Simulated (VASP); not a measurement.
# SiBI (P4/nmm) in VASP: single point with PBE

Aim: the single point of SiBI with PBE.

All numbers are computed with VASP 6.6.1; they aren't measurements. Logs are shortened: lines on timing, memory, paths and dates and some standing lists are left out, and cuts for length are marked.

## (1) The cell of the first run

Symmetry: P4/nmm, No. 129, tetragonal system. The conventional cell has a = 3.895 Å, b = 3.895 Å, c = 8.089 Å, α = 90.00°, β = 90.00°, γ = 90.00°. Si (site symmetry 4mm) has 4 B at 2.36 Å and 4 I at 3.09 Å within 3.1 Å. B (site symmetry -4m2) has 4 Si at 2.36 Å and 4 B at 2.75 Å within 3.1 Å. Within 4.1 Å of I (site symmetry 4mm) lie 6 Si at 3.09 to 4.05 Å and 4 B at 3.35 Å and 8 I at 3.81 to 3.90 Å.

The cell was generated, and may not be a known phase.

## (2) Single point, PBE

Input file INCAR:

```
SYSTEM = SiBI
  PREC = Accurate
  ENCUT = 520
  EDIFF = 1E-7
  ISMEAR = 0
  SIGMA = 0.1
  LREAL = .False.
  LASPH = .True.
  NELM = 80
  ALGO = Normal
  ISIF = 2
  LWAVE = .False.
  LCHARG = .False.
  GGA = PE
  NBANDS = 23
```

Input file KPOINTS:

```
regular mesh
0
Gamma
  4 4 2
  0 0 0
```

Input file POSCAR:

```
SiBI
1.0
    3.8951527200      0.0000000000      0.0000000000
    0.0000000000      3.8951527200      0.0000000000
    0.0000000000      0.0000000000      8.0892396900
Si B I
2 2 2
Direct
    0.5000000000      0.0000000000      0.1639200000
    0.0000000000      0.5000000000      0.8360800000
    0.0000000000      0.0000000000      0.0000000000
    0.5000000000      0.5000000000      0.0000000000
    0.5000000000      0.0000000000      0.6629700100
    0.0000000000      0.5000000000      0.3370299900
```

Potentials or basis: VASP PAW PBE potentials, release 64 (Si, B, I).

Started as:

```console
$ cat potpaw_PBE.64/Si/POTCAR potpaw_PBE.64/B/POTCAR potpaw_PBE.64/I/POTCAR > POTCAR
$ mpirun -np 1 vasp_std > vasp.out
```

OUTCAR:

```text
SYSTEM = SiBI
   PREC = Accurate
   ENCUT = 520
   EDIFF = 1E-7
   ISMEAR = 0
   LREAL = .False.
   LASPH = .True.
   NELM = 80
   ISIF = 2
   GGA = PE

 ion  position               nearest neighbor table
   1  0.500  0.000  0.164-   3 2.36   4 2.36   4 2.36   3 2.36   6 3.09   6 3.09   6 3.09   6 3.09

   2  0.000  0.500  0.836-   3 2.36   4 2.36   3 2.36   4 2.36   5 3.09   5 3.09   5 3.09   5 3.09

   3  0.000  0.000  0.000-   1 2.36   2 2.36   2 2.36   1 2.36
   4  0.500  0.500  0.000-   1 2.36   2 2.36   1 2.36   2 2.36
   5  0.500  0.000  0.663-   2 3.09   2 3.09   2 3.09   2 3.09
   6  0.000  0.500  0.337-   1 3.09   1 3.09   1 3.09   1 3.09

  LATTYP: Found a simple tetragonal cell.
 ALAT       =     3.8951527200
 C/A-ratio  =     2.0767451937

  Lattice vectors:

 A1 = (   3.8951527200,   0.0000000000,   0.0000000000)
 A2 = (   0.0000000000,   3.8951527200,   0.0000000000)
 A3 = (   0.0000000000,   0.0000000000,   8.0892396900)

Analysis of symmetry for initial positions (statically):
=====================================================================
 Subroutine PRICEL returns:
 Original cell was already a primitive cell.

 Routine SETGRP: Setting up the symmetry group for a
 simple tetragonal supercell.

 Subroutine GETGRP returns: Found 16 space group operations
 (whereof  8 operations were pure point group operations)
 out of a pool of 16 trial point group operations.

The static configuration has the point symmetry D_2d.
 The point group associated with its full space group is D_4h.

Analysis of symmetry for dynamics (positions and initial velocities):
=====================================================================
 Subroutine PRICEL returns:
 Original cell was already a primitive cell.

 Routine SETGRP: Setting up the symmetry group for a
 simple tetragonal supercell.

 Subroutine GETGRP returns: Found 16 space group operations
 (whereof  8 operations were pure point group operations)
 out of a pool of 16 trial point group operations.

The dynamic configuration has the point symmetry D_2d.
 The point group associated with its full space group is D_4h.

 Subroutine INISYM returns: Found 16 space group operations
 (whereof  8 operations are pure point group operations),
 and found     1 'primitive' translations

----------------------------------------------------------------------------------------

                                     Primitive cell

  volume of cell :     122.7317

  direct lattice vectors                    reciprocal lattice vectors
     3.895152720  0.000000000  0.000000000     0.256729343  0.000000000  0.000000000
     0.000000000  3.895152720  0.000000000     0.000000000  0.256729343  0.000000000
     0.000000000  0.000000000  8.089239690     0.000000000  0.000000000  0.123621012

  length of vectors
     3.895152720  3.895152720  8.089239690     0.256729343  0.256729343  0.123621012

  position of ions in fractional coordinates (direct lattice)
     0.500000000  0.000000000  0.163920000
     0.000000000  0.500000000  0.836080000
     0.000000000  0.000000000  0.000000000
     0.500000000  0.500000000  0.000000000
     0.500000000  0.000000000  0.662970010
     0.000000000  0.500000000  0.337029990

  ion indices of the primitive-cell ions
   primitive index   ion index
                 1           1
                 2           2
                 3           3
                 4           4
                 5           5
                 6           6

----------------------------------------------------------------------------------------

 KPOINTS: regular mesh

Automatic generation of k-mesh.
 Grid dimensions read from file:
 generate k-points for:    4    4    2

 Generating k-lattice:

  Cartesian coordinates                     Fractional coordinates (reciprocal lattice)
     0.064182336  0.000000000  0.000000000     0.250000000  0.000000000  0.000000000
     0.000000000  0.064182336  0.000000000     0.000000000  0.250000000  0.000000000
     0.000000000  0.000000000  0.061810506     0.000000000  0.000000000  0.500000000

  Length of vectors
     0.064182336  0.064182336  0.061810506

  Shift w.r.t. Gamma in fractional coordinates (k-lattice)
     0.000000000  0.000000000  0.000000000

 Subroutine IBZKPT returns following result:
 ===========================================

 Found     12 irreducible k-points:

 Following reciprocal coordinates:
            Coordinates               Weight
  0.000000  0.000000  0.000000      1.000000
  0.250000  0.000000  0.000000      4.000000
  0.500000  0.000000  0.000000      2.000000
  0.250000  0.250000  0.000000      4.000000
  0.500000  0.250000  0.000000      4.000000
  0.500000  0.500000  0.000000      1.000000
  0.000000  0.000000  0.500000      1.000000
  0.250000  0.000000  0.500000      4.000000
  0.500000  0.000000  0.500000      2.000000
  0.250000  0.250000  0.500000      4.000000
  0.500000  0.250000  0.500000      4.000000
  0.500000  0.500000  0.500000      1.000000
   k-points           NKPTS =     12   k-points in BZ     NKDIM =     12   number of bands    NBANDS=     23
   number of dos      NEDOS =    301   number of ions     NIONS =      6
   total plane-waves  NPLWV =  54000
   dimension x,y,z NGX =    30 NGY =   30 NGZ =   60
   dimension x,y,z NGXF=    60 NGYF=   60 NGZF=  120
   ions per type =               2   2   2
   NGX,Y,Z   is equivalent  to a cutoff of  12.80, 12.80, 12.33 a.u.
   NGXF,Y,Z  is equivalent  to a cutoff of  25.61, 25.61, 24.66 a.u.
 SYSTEM =  SiBI
   PREC   = accura    normal or accurate (medium, high low for compatibility)
   ISTART =      0    job   : 0-new  1-cont  2-samecut
   ICHARG =      2    charge: 1-file 2-atom 10-const
   ISPIN  =      1    spin polarized calculation?
   LNONCOLLINEAR =      F non collinear calculations
   LSORBIT =      F    spin-orbit coupling
   LASPH  =      T    aspherical Exc in radial PAW
   ENCUT  =  520.0 eV  38.22 Ry    6.18 a.u.   7.24  7.24 15.04*2*pi/ulx,y,z
   NELM   =     80;   NELMIN=  2; NELMDL= -5     # of ELM steps
   EDIFF  = 0.1E-06   stopping-criterion for ELM
   LREAL  =      F    real-space projection
   EDIFFG = 0.1E-05   stopping-criterion for IOM
   NSW    =      0    number of steps for IOM
   IBRION =     -1    ionic relax: 0-MD 1-quasi-New 2-CG
   NFREE  =      0    steps in history (QN), initial steepest desc. (CG)
   ISIF   =      2    stress and relaxation
   ISYM   =      2    0-nonsym 1-usesym 2-fastsym
   POTIM  = 0.5000    time-step for ionic-motion
   TEBEG  =    0.0;   TEEND  =   0.0 temperature during run
   PSTRESS=    0.0 pullay stress
   NELECT =      28.0000    total number of electrons
   NUPDOWN=      -1.0000    fix difference up-down
   EMIN   =  10.00;   EMAX   =-10.00  energy-range for DOS
   EFERMI =   0.00;   METHOD = LEGACY
   ISMEAR =     0;   SIGMA  =   0.10  broadening in eV -4-tet -1-fermi 0-gaus
   EFERMI_NEDOS =   21; number of points for ismear=-14 and -15
   IALGO  =     38    algorithm
   IMIX   =      4    mixing-type and parameters
     AMIX     =   0.40;   BMIX     =  1.00
     AMIX_MAG =   1.60;   BMIX_MAG =  1.00
  volume/ion in A,a.u.               =      20.46       138.04
  Fermi-wavevector in a.u.,A,eV,Ry     =   1.000327  1.890344 13.614723  1.000654
  Thomas-Fermi vector in A             =   2.132676
   LORBIT       =      0    0 simple, 1 ext, 2 COOP (PROOUT), +10 PAW based schemes
   GGA     = PE    functional components
   LHFCALC =     F    Hartree Fock is set to
   AEXX    =    0.0000 exact exchange contribution
   IVDW    =     0    specifies the selected vdW correction
   LEPSILON=     F    determine dielectric tensor
   LRPA    =     F    only Hartree local field effects (RPA)
 non-spin polarized calculation
 Gauss-broadening in eV      SIGMA  =   0.10
  energy-cutoff  :      520.00
  volume of cell :      122.73
 maximum number of plane-waves:      3334
 NGX is ok and might be reduce to    30
   NGX = 15   NGY = 15   NGZ = 31

 number of electron      27.9999997 magnetization

 Free energy of the ion-electron system (eV)
  ---------------------------------------------------
  ext. energy  EPLUGINS =         0.00000000
  ---------------------------------------------------
  free energy    TOTEN  =       -20.98171873 eV

  energy without entropy =      -20.94483916  energy(sigma->0) =      -20.96327895

 E-fermi :   5.7013     XC(G=0):  -9.8334

 val. band max:        5.6862556253   @ k =   0.5000   0.5000   0.0000
 cond. band min:       5.7253562788   @ k =   0.5000   0.2500   0.5000
 fundamental gap:      0.0391006535
 Fermi energy:         5.7012977893

 k-point     1 :       0.0000    0.0000    0.0000
  band No.  band energies     occupation
      1      -8.0874      2.00000
      2      -7.2796      2.00000
      3      -4.8321      2.00000
      4      -1.1605      2.00000
      5       2.1070      2.00000
      6       2.1070      2.00000
[... 15 lines left out ...]
     22      11.4314      0.00000
     23      12.0505      0.00000

 k-point     2 :       0.2500    0.0000    0.0000
  band No.  band energies     occupation
      1      -7.7208      2.00000
      2      -7.0722      2.00000
      3      -4.4495      2.00000
      4      -1.9722      2.00000
      5       0.4234      2.00000
      6       0.9693      2.00000
[... 15 lines left out ...]
     22      10.8384      0.00000
     23      11.1915      0.00000

 k-point     3 :       0.5000    0.0000    0.0000
  band No.  band energies     occupation
      1      -7.0481      2.00000
      2      -7.0481      2.00000
      3      -3.4943      2.00000
      4      -3.4943      2.00000
      5      -0.3747      2.00000
      6      -0.3747      2.00000
[... 15 lines left out ...]
     22      10.3320      0.00000
     23      13.2281      0.00000

 k-point     4 :       0.2500    0.2500    0.0000
  band No.  band energies     occupation
      1      -7.3911      2.00000
      2      -6.8815      2.00000
      3      -4.0495      2.00000
      4      -1.8110      2.00000
      5      -0.3891      2.00000
      6       1.1562      2.00000
[... 15 lines left out ...]
     22      11.1279      0.00000
     23      11.4442      0.00000

 k-point     5 :       0.5000    0.2500    0.0000
  band No.  band energies     occupation
      1      -6.8274      2.00000
      2      -6.8274      2.00000
      3      -2.9898      2.00000
      4      -2.9898      2.00000
      5      -0.0130      2.00000
      6      -0.0130      2.00000
[... 15 lines left out ...]
     22      11.4246      0.00000
     23      12.7834      0.00000

 k-point     6 :       0.5000    0.5000    0.0000
  band No.  band energies     occupation
      1      -6.5740      2.00000
      2      -6.5740      2.00000
      3      -1.6816      2.00000
      4      -1.6816      2.00000
      5      -1.3897      2.00000
      6      -1.3897      2.00000
[... 15 lines left out ...]
     22      10.8748      0.00000
     23      14.2119      0.00000

 k-point     7 :       0.0000    0.0000    0.5000
  band No.  band energies     occupation
      1      -7.9125      2.00000
      2      -7.5687      2.00000
      3      -4.5587      2.00000
      4      -1.4312      2.00000
      5       2.2361      2.00000
      6       2.2361      2.00000
[... 15 lines left out ...]
     22      11.5006      0.00000
     23      11.5745      0.00000

 k-point     8 :       0.2500    0.0000    0.5000
  band No.  band energies     occupation
      1      -7.5833      2.00000
      2      -7.2738      2.00000
      3      -4.3427      2.00000
      4      -1.8493      2.00000
      5       0.1372      2.00000
      6       0.8948      2.00000
[... 15 lines left out ...]
     22      10.6387      0.00000
     23      11.4781      0.00000

 k-point     9 :       0.5000    0.0000    0.5000
  band No.  band energies     occupation
      1      -7.0410      2.00000
      2      -7.0410      2.00000
      3      -3.5891      2.00000
      4      -3.5891      2.00000
      5       0.2197      2.00000
      6       0.2197      2.00000
[... 15 lines left out ...]
     22      10.6146      0.00000
     23      13.0495      0.00000

 k-point    10 :       0.2500    0.2500    0.5000
  band No.  band energies     occupation
      1      -7.2862      2.00000
      2      -7.0187      2.00000
      3      -4.0308      2.00000
      4      -1.6836      2.00000
      5      -0.3324      2.00000
      6       1.1190      2.00000
[... 15 lines left out ...]
     22      11.5472      0.00000
     23      12.0036      0.00000

 k-point    11 :       0.5000    0.2500    0.5000
  band No.  band energies     occupation
      1      -6.8225      2.00000
      2      -6.8225      2.00000
      3      -3.0629      2.00000
      4      -3.0629      2.00000
      5       0.2047      2.00000
      6       0.2047      2.00000
[... 15 lines left out ...]
     22      11.4517      0.00000
     23      13.0681      0.00000

 k-point    12 :       0.5000    0.5000    0.5000
  band No.  band energies     occupation
      1      -6.5719      2.00000
      2      -6.5719      2.00000
      3      -1.7356      2.00000
      4      -1.7356      2.00000
      5      -1.3287      2.00000
      6      -1.3287      2.00000
[... 15 lines left out ...]
     22      12.0426      0.00000
     23      12.6170      0.00000

------------------------ aborting loop because EDIFF is reached ----------------------------------------

  FORCE on cell =-STRESS in cart. coord.  units (eV):
  Direction    XX          YY          ZZ          XY          YZ          ZX
  --------------------------------------------------------------------------------------
  -------------------------------------------------------------------------------------
  Total       -7.5109101     -7.5109101      1.3148285      0.0000000      0.0000000     -0.0000000
  in kB      -98.0497429    -98.0497429     17.1641780      0.0000000      0.0000000     -0.0000000
  external PRESSURE =     -59.6451026 kB  Pullay stress =       0.0000000 kB

 VOLUME and BASIS-vectors are now :
 -----------------------------------------------------------------------------
  energy-cutoff  :      520.00
  volume of cell :      122.73
      direct lattice vectors                 reciprocal lattice vectors
     3.895152720  0.000000000  0.000000000     0.256729343  0.000000000  0.000000000
     0.000000000  3.895152720  0.000000000     0.000000000  0.256729343  0.000000000
     0.000000000  0.000000000  8.089239690     0.000000000  0.000000000  0.123621012

 POSITION                                       TOTAL-FORCE (eV/Angst)
 -----------------------------------------------------------------------------------
      1.94758      0.00000      1.32599        -0.000000     -0.000000     -1.685706
      0.00000      1.94758      6.76325        -0.000000      0.000000      1.685706
      0.00000      0.00000      0.00000        -0.000000     -0.000000      0.000000
      1.94758      1.94758      0.00000        -0.000000      0.000000      0.000000
      1.94758      0.00000      5.36292         0.000000      0.000000     -0.705573
      0.00000      1.94758      2.72632        -0.000000     -0.000000      0.705573
 -----------------------------------------------------------------------------------
    total drift:                                0.000000      0.000000      0.000000

  FREE ENERGIE OF THE ION-ELECTRON SYSTEM (eV)
  ---------------------------------------------------
  free  energy   TOTEN  =       -20.9817187284 eV

  energy  without entropy=      -20.9448391639  energy(sigma->0) =      -20.96327895
```

Wall time 59 s (1 thread of Intel Xeon 8259CL, shared host); peak memory 0.23 GiB.

Results:

* Free energy: -20.9817 eV
* Pressure: -6.0 GPa
* Largest force: 1.686 eV/Å
* Band gap on the k mesh: zero (bands 14 and 15 overlap by 1.57 eV)

Forces on the atoms (eV/Å):
```
Si   0.000  0.000 -1.686
Si   0.000  0.000  1.686
B    0.000  0.000  0.000
B    0.000  0.000  0.000
I    0.000  0.000 -0.706
I    0.000  0.000  0.706
```

Levels at points of the mesh, in eV from the Fermi level:
```csv
k point,band 10,band 11,band 12,band 13,band 14,band 15,band 16,band 17,band 18,band 19
"(0.00, 0.00, 0.00)",-1.81,-1.81,-1.31,-1.31,-1.10,0.37,0.86,2.06,2.06,3.76
"(0.50, 0.00, 0.00)",-1.63,-1.60,-1.60,-0.75,-0.75,0.81,0.81,1.58,1.58,3.99
"(0.50, 0.50, 0.00)",-3.76,-3.32,-3.32,-0.63,-0.63,-0.01,-0.01,4.41,4.41,4.58
"(0.00, 0.00, 0.50)",-2.43,-2.43,-0.60,-0.60,-0.19,0.82,1.01,1.85,1.85,2.92
"(0.50, 0.00, 0.50)",-1.58,-0.89,-0.89,-0.84,-0.84,1.01,1.01,1.66,1.66,4.24
"(0.50, 0.50, 0.50)",-2.71,-2.53,-2.53,-1.81,-1.81,-1.02,-1.02,5.17,5.17,6.02
```

Caveat: the k points lie up to 0.40 Å⁻¹ apart, too coarse for converged energies and pressures of a metal; spin-orbit coupling is left out, which moves the levels of the heavy elements; forces of over 1 eV/Å act on the atoms, so gaps and moduli don't describe the material at rest.

The gap in the log of VASP goes by the Fermi energy; the results here count the filled bands.